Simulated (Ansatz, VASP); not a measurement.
B10Ru: VASP beside Ansatz

The input INCAR:

```
PREC = Accurate
ENCUT = 520
EDIFF = 1E-6
ISMEAR = 0
SIGMA = 0.1
LREAL = F
LASPH = T
NELM = 100
ALGO = Normal
ISIF = 2
LWAVE = F
LCHARG = T
GGA = PE
LELF = T
LVHAR = T
NBANDS = 33
```

File KPOINTS:

```
Automatic mesh
0
Gamma
  4 4 6
```

File POSCAR:

```
B10Ru
1.0
    4.8128342700      0.0000000000      0.0000000000
    0.0000000000      4.8128342700      0.0000000000
    0.0000000000      0.0000000000      3.6942308200
B Ru
10 1
Direct
    0.3628760800      0.0000000000      0.0000000000
    0.6371239200      0.0000000000      0.0000000000
    0.0000000000      0.3628760800      0.0000000000
    0.0000000000      0.6371239200      0.0000000000
    0.0000000000      0.5000000000      0.5000000000
    0.5000000000      0.0000000000      0.5000000000
    0.7523976900      0.5000000000      0.5000000000
    0.2476023100      0.5000000000      0.5000000000
    0.5000000000      0.7523976900      0.5000000000
    0.5000000000      0.2476023100      0.5000000000
    0.0000000000      0.0000000000      0.0000000000
```

Input for Ansatz:

```yaml
crystal:
  lattice:
    - [4.81283427, 0.0, 0.0]
    - [0.0, 4.81283427, 0.0]
    - [0.0, 0.0, 3.69423082]
  atoms:
    - { symbol: B, position: [0.36287608, 0.0, 0.0] }
    - { symbol: B, position: [0.63712392, 0.0, 0.0] }
    - { symbol: B, position: [0.0, 0.36287608, 0.0] }
    - { symbol: B, position: [0.0, 0.63712392, 0.0] }
    - { symbol: B, position: [0.0, 0.5, 0.5] }
    - { symbol: B, position: [0.5, 0.0, 0.5] }
    - { symbol: B, position: [0.75239769, 0.5, 0.5] }
    - { symbol: B, position: [0.24760231, 0.5, 0.5] }
    - { symbol: B, position: [0.5, 0.75239769, 0.5] }
    - { symbol: B, position: [0.5, 0.24760231, 0.5] }
    - { symbol: Ru, position: [0.0, 0.0, 0.0] }
basis:
  ecutwfc: 420
kpoints:
  mp_grid: { grid: [4, 4, 6] }
hamiltonian:
  xc: pbe
scf:
  occupations: { method: gaussian, width: 0.1 }
  lower_state_search: "off"
output:
  forces: true
  stress: true
  eigenvalues: true
```

Alike in both runs: task single point; functional PBE; k mesh 4 × 4 × 6; occupations gaussian, width 0.1 eV; no spin polarisation.

|  | VASP | Ansatz |
| --- | --- | --- |
| version | VASP 6.6.1 | Ansatz 0.2.0 |
| potentials or method | VASP PAW PBE potentials, release 64 (B, Ru_pv), cutoff 520 eV | scalar-relativistic, plane waves, PAW |
| valence electrons in the cell | 44 | 46 |

|  | VASP | Ansatz | Ansatz less VASP |
| --- | --- | --- | --- |
| gap on the k mesh at the Fermi level (eV) | none | none | - |
| rms of the force components (eV/Å) | 9.153 | 9.078 | -0.0750 |

Atom by atom the forces differ by 0.079 eV/Å (rms over components). A gap of «none» marks a metal or a gap that the smearing closes. The functional is the same, so the differences come from potentials, cutoffs and numerics. VASP's potentials hold 44 valence electrons a cell and Ansatz's 46, so a difference there can come from the potentials and not from the codes.
